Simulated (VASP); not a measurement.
# CO in VASP: notebook

Runs on CO. Level: PBE+D3(BJ). Tasks: single point.

All numbers are computed with VASP 6.6.1; they aren't measurements. Logs are shortened: lines on timing, memory, paths and dates and some standing lists are left out, and cuts for length are marked.

### 1 The cell of the first run

The cell holds a disordered packing, 16 atoms: a = 7.742 Å, b = 7.742 Å, c = 7.742 Å, α = 90.00°, β = 90.00°, γ = 90.00°.

### 2 Single point, PBE+D3(BJ)

Contents of INCAR:

```
  PREC = Accurate
  ENCUT = 1000
  EDIFF = 1E-6
  ISMEAR = -1
  SIGMA = 0.02
  LREAL = Auto
  LASPH = True
  NELM = 120
  ALGO = Normal
  ISIF = 2
  LWAVE = False
  LCHARG = False
  GGA = PE
  IVDW = 12
  NBANDS = 54
  GGA_COMPAT = False
```

Contents of KPOINTS:

```
regular mesh
0
Gamma
  1 1 1
```

Contents of POSCAR:

```
CO
1.0
    7.7417530000      0.0000000000      0.0000000000
    0.0000000000      7.7417530000      0.0000000000
    0.0000000000      0.0000000000      7.7417530000
O C
8 8
Direct
    0.4628279926      0.6943517831      0.0280814952
    0.9659569351      0.7448313063      0.7431004322
    0.3253914197      0.0266993793      0.1574191272
    0.1000031905      0.2150804863      0.7715436026
    0.7151222727     -0.0800593871      0.4591983237
    0.6484448677      0.0791939500      0.8641453686
    1.0611550123      0.5658666713      0.2208156215
    0.4453384137      0.6917425549      0.4533081849
    0.5862238178      0.6593080404     -0.0525979064
    1.0488193049      0.8626211660      0.7169952335
    0.2457712097      0.1501081215      0.1262375589
    0.1558949246      0.2416894468      0.6477215173
    0.7459421658      0.0142732531      0.3563275656
    0.5106078688      0.0575967743      0.8146475353
    1.0272092122      0.4534761055      0.1298026429
    0.5365063959      0.6322469859      0.5579485680
```

Potentials or basis: VASP PAW PBE potentials, release 64 (O_h, C_h).

Command:

```console
cat potpaw_PBE.64/O_h/POTCAR potpaw_PBE.64/C_h/POTCAR > POTCAR
mpirun -np 1 vasp_gam > vasp.out
```

OUTCAR:

```text
PREC = Accurate
   ENCUT = 1000
   EDIFF = 1E-6
   ISMEAR = -1
   LREAL = Auto
   LASPH = True
   NELM = 120
   ISIF = 2
   GGA = PE
   IVDW = 12
 IVDW          = 12

 ion  position               nearest neighbor table
   1  0.463  0.694  0.028-   9 1.17
   2  0.966  0.745  0.743-  10 1.13
   3  0.325  0.027  0.157-  11 1.16
   4  0.100  0.215  0.772-  12 1.07
   5  0.715  0.920  0.459-  13 1.11
   6  0.648  0.079  0.864-  14 1.15
[... 8 lines left out ...]
  15  0.027  0.453  0.130-   7 1.15
  16  0.537  0.632  0.558-   8 1.17

  LATTYP: Found a simple cubic cell.
 ALAT       =     7.7417530000

  Lattice vectors:

 A1 = (   7.7417530000,   0.0000000000,   0.0000000000)
 A2 = (   0.0000000000,   7.7417530000,   0.0000000000)
 A3 = (   0.0000000000,   0.0000000000,   7.7417530000)

Analysis of symmetry for initial positions (statically):
=====================================================================
 Subroutine PRICEL returns:
 Original cell was already a primitive cell.

 Routine SETGRP: Setting up the symmetry group for a
 simple cubic supercell.

 Subroutine GETGRP returns: Found  1 space group operations
 (whereof  1 operations were pure point group operations)
 out of a pool of 48 trial point group operations.

The static configuration has the point symmetry C_1 .

Analysis of symmetry for dynamics (positions and initial velocities):
=====================================================================
 Subroutine PRICEL returns:
 Original cell was already a primitive cell.

 Routine SETGRP: Setting up the symmetry group for a
 simple cubic supercell.

 Subroutine GETGRP returns: Found  1 space group operations
 (whereof  1 operations were pure point group operations)
 out of a pool of 48 trial point group operations.

The dynamic configuration has the point symmetry C_1 .

 Subroutine INISYM returns: Found  1 space group operations
 (whereof  1 operations are pure point group operations),
 and found     1 'primitive' translations

----------------------------------------------------------------------------------------

                                     Primitive cell

  volume of cell :     463.9999

  direct lattice vectors                    reciprocal lattice vectors
     7.741753000  0.000000000  0.000000000     0.129169711  0.000000000  0.000000000
     0.000000000  7.741753000  0.000000000     0.000000000  0.129169711  0.000000000
     0.000000000  0.000000000  7.741753000     0.000000000  0.000000000  0.129169711

  length of vectors
     7.741753000  7.741753000  7.741753000     0.129169711  0.129169711  0.129169711

  position of ions in fractional coordinates (direct lattice)
     0.462827993  0.694351783  0.028081495
     0.965956935  0.744831306  0.743100432
     0.325391420  0.026699379  0.157419127
     0.100003190  0.215080486  0.771543603
     0.715122273  0.919940613  0.459198324
     0.648444868  0.079193950  0.864145369
[... 8 lines left out ...]
     0.027209212  0.453476106  0.129802643
     0.536506396  0.632246986  0.557948568

  ion indices of the primitive-cell ions
   primitive index   ion index
                 1           1
                 2           2
                 3           3
                 4           4
                 5           5
                 6           6
[... 8 lines left out ...]
                15          15
                16          16

----------------------------------------------------------------------------------------

 KPOINTS: regular mesh

Automatic generation of k-mesh.
 Grid dimensions read from file:
 generate k-points for:    1    1    1

 Generating k-lattice:

  Cartesian coordinates                     Fractional coordinates (reciprocal lattice)
     0.129169711  0.000000000  0.000000000     1.000000000  0.000000000  0.000000000
     0.000000000  0.129169711  0.000000000     0.000000000  1.000000000  0.000000000
     0.000000000  0.000000000  0.129169711     0.000000000  0.000000000  1.000000000

  Length of vectors
     0.129169711  0.129169711  0.129169711

  Shift w.r.t. Gamma in fractional coordinates (k-lattice)
     0.000000000  0.000000000  0.000000000

 Subroutine IBZKPT returns following result:
 ===========================================

 Found      1 irreducible k-points:

 Following reciprocal coordinates:
            Coordinates               Weight
  0.000000  0.000000  0.000000      1.000000
   k-points           NKPTS =      1   k-points in BZ     NKDIM =      1   number of bands    NBANDS=     54
   number of dos      NEDOS =    301   number of ions     NIONS =     16
   total plane-waves  NPLWV = 512000
   dimension x,y,z NGX =    80 NGY =   80 NGZ =   80
   dimension x,y,z NGXF=   160 NGYF=  160 NGZF=  160
   ions per type =               8   8
   NGX,Y,Z   is equivalent  to a cutoff of  17.18, 17.18, 17.18 a.u.
   NGXF,Y,Z  is equivalent  to a cutoff of  34.36, 34.36, 34.36 a.u.
 SYSTEM =  unknown system
   PREC   = accura    normal or accurate (medium, high low for compatibility)
   ISTART =      0    job   : 0-new  1-cont  2-samecut
   ICHARG =      2    charge: 1-file 2-atom 10-const
   ISPIN  =      1    spin polarized calculation?
   LNONCOLLINEAR =      F non collinear calculations
   LSORBIT =      F    spin-orbit coupling
   LASPH  =      T    aspherical Exc in radial PAW
   ENCUT  = 1000.0 eV  73.50 Ry    8.57 a.u.  19.96 19.96 19.96*2*pi/ulx,y,z
   NELM   =    120;   NELMIN=  2; NELMDL= -5     # of ELM steps
   EDIFF  = 0.1E-05   stopping-criterion for ELM
   LREAL  =      T    real-space projection
   EDIFFG = 0.1E-04   stopping-criterion for IOM
   NSW    =      0    number of steps for IOM
   IBRION =     -1    ionic relax: 0-MD 1-quasi-New 2-CG
   NFREE  =      0    steps in history (QN), initial steepest desc. (CG)
   ISIF   =      2    stress and relaxation
   ISYM   =      2    0-nonsym 1-usesym 2-fastsym
   POTIM  = 0.5000    time-step for ionic-motion
   TEBEG  =    0.0;   TEEND  =   0.0 temperature during run
   PSTRESS=    0.0 pullay stress
   NELECT =      80.0000    total number of electrons
   NUPDOWN=      -1.0000    fix difference up-down
   EMIN   =  10.00;   EMAX   =-10.00  energy-range for DOS
   EFERMI =   0.00;   METHOD = LEGACY
   ISMEAR =    -1;   SIGMA  =   0.02  broadening in eV -4-tet -1-fermi 0-gaus
   EFERMI_NEDOS =   21; number of points for ismear=-14 and -15
   IALGO  =     38    algorithm
   IMIX   =      4    mixing-type and parameters
     AMIX     =   0.40;   BMIX     =  1.00
     AMIX_MAG =   1.60;   BMIX_MAG =  1.00
  volume/ion in A,a.u.               =      29.00       195.70
  Fermi-wavevector in a.u.,A,eV,Ry     =   0.911169  1.721859 11.295946  0.830229
  Thomas-Fermi vector in A             =   2.035417
   LORBIT       =      0    0 simple, 1 ext, 2 COOP (PROOUT), +10 PAW based schemes
   GGA     = PE    functional components
   LHFCALC =     F    Hartree Fock is set to
   AEXX    =    0.0000 exact exchange contribution
   IVDW    =    12    specifies the selected vdW correction
   LEPSILON=     F    determine dielectric tensor
   LRPA    =     F    only Hartree local field effects (RPA)
 non-spin polarized calculation
  energy-cutoff  :     1000.00
  volume of cell :      464.00
 maximum number of plane-waves:     16686
 NGX is ok and might be reduce to    80
   NGX = 39   NGY = 39   NGZ = 39

 number of electron      80.0000000 magnetization

 Free energy of the ion-electron system (eV)
  ---------------------------------------------------
  ext. energy  EPLUGINS =         0.00000000
  ---------------------------------------------------
  free energy    TOTEN  =      -118.69280294 eV

  energy without entropy =     -118.69280294  energy(sigma->0) =     -118.69280294

 E-fermi :  -4.7229     XC(G=0):  -5.5450

 val. band max:       -5.2636619829   @ k =   0.0000   0.0000   0.0000
 cond. band min:       0.0636981612   @ k =   0.0000   0.0000   0.0000
 fundamental gap:      5.3273601441
 Fermi energy:        -4.7229053737

 k-point     1 :       0.0000    0.0000    0.0000
  band No.  band energies     occupation
      1     -26.9346      2.00000
      2     -26.8931      2.00000
      3     -26.2289      2.00000
      4     -26.2201      2.00000
      5     -25.8760      2.00000
      6     -25.7534      2.00000
[... 44 lines left out ...]
     51       1.0952      0.00000
     52       1.1544      0.00000
 [bands above 52 left out]

------------------------ aborting loop because EDIFF is reached ----------------------------------------

 Edisp (eV)   -0.72575

 E8    (eV) :    -0.1851

  FORCE on cell =-STRESS in cart. coord.  units (eV):
  Direction    XX          YY          ZZ          XY          YZ          ZX
  --------------------------------------------------------------------------------------
  -------------------------------------------------------------------------------------
  Total      -3.83705     0.61525     6.52264     4.39882    -3.56071    -5.05412
  in kB     -13.24921     2.12443    22.52249    15.18899   -12.29503   -17.45172
  external pressure =        3.80 kB  Pullay stress =        0.00 kB

 VOLUME and BASIS-vectors are now :
 -----------------------------------------------------------------------------
  energy-cutoff  :     1000.00
  volume of cell :      464.00
      direct lattice vectors                 reciprocal lattice vectors
     7.741753000  0.000000000  0.000000000     0.129169711  0.000000000  0.000000000
     0.000000000  7.741753000  0.000000000     0.000000000  0.129169711  0.000000000
     0.000000000  0.000000000  7.741753000     0.000000000  0.000000000  0.129169711

 POSITION                                       TOTAL-FORCE (eV/Angst)
 -----------------------------------------------------------------------------------
      3.58310      5.37550      0.21740         2.947555     -0.948807     -1.994628
      7.47820      5.76630      5.75290        -0.128462     -0.230404      0.088259
      2.51910      0.20670      1.21870        -1.529192      2.245250     -0.456103
      0.77420      1.66510      5.97310        -3.688614     -1.443836      8.015889
      5.53630      7.12195      3.55500        -0.549954     -2.131564      2.584015
      5.02010      0.61310      6.69000        -1.053507     -0.129940     -0.393705
[... 8 lines left out ...]
      0.21065      3.51070      1.00490         0.016364      1.288869      0.779162
      4.15350      4.89470      4.31950        -2.242993      1.126234     -2.451835
 -----------------------------------------------------------------------------------
    total drift:                                0.000045      0.002077      0.000661

  FREE ENERGIE OF THE ION-ELECTRON SYSTEM (eV)
  ---------------------------------------------------
  free  energy   TOTEN  =      -119.4185546509 eV

  energy  without entropy=     -119.4185546509  energy(sigma->0) =     -119.41855465
```

Wall time 86 s (1 thread of AMD EPYC 7R13 (Zen 3), shared host); peak memory 0.83 GiB.

Results:

```yaml
Free_energy: -119.4186 eV
Pressure: 0.4 GPa
Largest_force: 9.110 eV/Å
Dispersion_energy_per_atom: -0.045 eV
```

Forces in eV/Å, atoms in the order of the input:
```
O    2.948 -0.949 -1.995
O   -0.128 -0.230  0.088
O   -1.529  2.245 -0.456
O   -3.689 -1.444  8.016
O   -0.550 -2.132  2.584
O   -1.054 -0.130 -0.394
O   -0.233 -1.053 -0.780
O    1.907 -1.473  2.395
C   -2.923  0.801  2.141
C    0.126 -0.235 -0.095
C    1.664 -2.398  0.716
C    3.681  1.903 -8.113
C    0.808  2.469 -2.715
C    1.198  0.212  0.280
C    0.016  1.289  0.779
C   -2.243  1.126 -2.452
```

Levels at points of the mesh, in eV from the Fermi level:
```
           k point  band 38  band 39  band 40  band 41  band 42  band 43
(0.00, 0.00, 0.00)    -0.93    -0.79    -0.54     4.79     5.04     5.17
```

Caveat: the k points lie up to 0.81 Å⁻¹ apart, too coarse for converged energies, forces and pressures.

### 3 Single point, PBE+D3(BJ)

INCAR is that of step 2.

Contents of KPOINTS:

```
Automatic mesh
0
Gamma
  1 1 1
```

Contents of POSCAR:

```
CO
1.0
    7.7417530000      0.0000000000      0.0000000000
    0.0000000000      7.7417530000      0.0000000000
    0.0000000000      0.0000000000      7.7417530000
O C
8 8
Direct
    0.3600605703      0.5838729290      0.0386088267
    1.0776887354      0.7970546206      0.6846253039
    0.2693575990     -0.0353020821      0.2050569167
    0.0567700881      0.2392610562      0.7232857984
    0.6970772640     -0.0563179941      0.3685857712
    0.7108984231      0.0703458248      0.9001191332
    1.0286042451      0.5335354925      0.2018664248
    0.4242966677      0.6731550335      0.4508797943
    0.4977942334      0.6454997983      0.0167662285
    1.2023762577      0.7967962812      0.7576191077
    0.2026801940      0.0916071593      0.1668872670
    0.1950333471      0.2328800725      0.6929309163
    0.7858814405      0.0473148653      0.4218553601
    0.7278196553      0.2205831160      0.8811570196
    0.9115894036      0.5244031940      0.1273225844
    0.3670615686      0.5441532428      0.4137176683
```

Potentials or basis: VASP PAW PBE potentials, release 64 (O_h, C_h).

Command:

```console
cat potpaw_PBE.64/O_h/POTCAR potpaw_PBE.64/C_h/POTCAR > POTCAR
mpirun -np 1 vasp_gam > vasp.out
```

Wall time 68 s (1 thread of Intel Xeon 6975P-C (Granite Rapids), shared host); peak memory 0.86 GiB.

Results (log left out):

* Free energy: -119.5856 eV
* Pressure: 0.9 GPa
* Largest force: 8.310 eV/Å
* Dispersion energy per atom: -0.045 eV

Forces in eV/Å, atoms in the order of the input:
```
O    4.024  1.592 -0.671
O   -1.830 -0.045 -1.056
O   -0.649  1.268 -0.340
O   -4.758  0.274  1.009
O   -0.032 -0.043 -0.048
O    0.489  4.128 -0.493
O    6.915  0.589  4.511
O    0.260  0.577  0.193
C   -3.843 -1.679  0.561
C    1.678  0.152  0.963
C    0.620 -1.225  0.341
C    4.945 -0.213 -1.063
C    0.053  0.055  0.011
C   -0.685 -4.157  0.530
C   -7.003 -0.576 -4.437
C   -0.186 -0.698 -0.010
```

Stress tensor (GPa, compression positive):
```
 3.35 -0.45  1.56
-0.45 -2.05  0.55
 1.56  0.55  1.38
```

Levels at points of the mesh, in eV from the Fermi level:
| k point | band 37 | band 38 | band 39 | band 40 | band 41 | band 42 | band 43 | band 44 |
| --- | --- | --- | --- | --- | --- | --- | --- | --- |
| (0.00, 0.00, 0.00) | -1.13 | -0.95 | -0.74 | -0.57 | 5.22 | 5.30 | 5.39 | 5.45 |

Caveat: the k points lie up to 0.81 Å⁻¹ apart, too coarse for converged energies, forces and pressures.

### 4 Single point, PBE+D3(BJ)

INCAR, as its differences from that of step 3:

```diff
@@ -11,5 +11,7 @@
   LWAVE = False
-  LCHARG = False
+  LCHARG = True
   GGA = PE
   IVDW = 12
+  LELF = True
+  LVHAR = True
   NBANDS = 54
```

Contents of KPOINTS:

```
regular mesh
0
Gamma
  1 1 1
```

Contents of POSCAR:

```
CO
1.0
    7.7417530000      0.0000000000      0.0000000000
    0.0000000000      7.7417530000      0.0000000000
    0.0000000000      0.0000000000      7.7417530000
O C
8 8
Direct
    0.4936220517      0.6372071028      0.0691057955
    0.9175828782      0.8298378933      0.8318012729
    0.3189458512      0.0189879476      0.1160589856
    0.1464655356      0.3936059443      0.7786479367
    0.7951429088      0.0520683106      0.3566763238
    0.4874348226      0.0553104704      0.7393545105
    1.0439625237      0.5498754610      0.2988728780
    0.4192073811      0.6083635063      0.5034131159
    0.5463749618      0.7681851901      0.0227080352
    0.9091480960      0.8314395977      0.6861236725
    0.3217746678      0.1651693098      0.1333935609
    0.1611521318      0.2813703821      0.6820806605
    0.7456579924     -0.0619239596      0.2771077817
    0.5601961210     -0.0582942907      0.6699645416
    0.9787318195      0.5018759963      0.1754383019
    0.5517096709      0.5937027441      0.4412695678
```

Command:

```console
cat potpaw_PBE.64/O_h/POTCAR potpaw_PBE.64/C_h/POTCAR > POTCAR
mpirun -np 1 vasp_gam > vasp.out
```

Wall time 63 s (1 thread of AMD EPYC 9R45 (Zen 5), shared host); peak memory 0.84 GiB.

Results (log left out):

* Free energy: -119.9750 eV
* Pressure: -0.9 GPa
* Largest force: 4.112 eV/Å
* Dispersion energy per atom: -0.046 eV

Forces in eV/Å, atoms in the order of the input:
```
O    0.483  1.286 -0.454
O    0.132 -0.016  0.828
O   -0.184  0.590  0.144
O    0.191 -1.336 -1.172
O   -0.248 -0.503 -0.555
O    1.884 -2.773 -1.868
O   -0.358 -0.258 -0.689
O    0.254 -0.093 -0.177
C   -0.457 -1.636  0.190
C    0.146 -0.077 -0.732
C   -0.003 -0.429 -0.022
C   -0.247  1.367  1.128
C    0.403  0.654  0.614
C   -2.074  3.037  1.839
C    0.340  0.260  0.706
C   -0.264 -0.074  0.220
```

Stress tensor (GPa, compression positive):
```
-0.37  0.18  0.43
 0.18 -1.88 -0.99
 0.43 -0.99 -0.38
```

Levels at points of the mesh, in eV from the Fermi level:
```
           k point  band 37  band 38  band 39  band 40  band 41  band 42  band 43  band 44
(0.00, 0.00, 0.00)    -1.14    -1.04    -0.84    -0.51     4.92     4.99     5.17     5.41
```

Caveat: the k points lie up to 0.81 Å⁻¹ apart, too coarse for converged energies, forces and pressures.

### 5 The runs side by side

```tsv
cell	pressure (GPa)	largest force (eV/Å)
as given, atomic positions A	0.4	9.11
as given, atomic positions B	0.9	8.31
as given, atomic positions C	-0.9	4.11
```

Alike in all rows: task single point; level PBE+D3(BJ); potentials or basis VASP PAW PBE potentials, release 64 (O_h, C_h); no spin polarisation; k mesh 1 × 1 × 1; cutoff (eV) 1000; smearing fermi-dirac 0.02 eV.

Caveats: all runs use coarse meshes.

Total energies depend on the potentials used, so only differences within one code and one set of settings carry meaning.
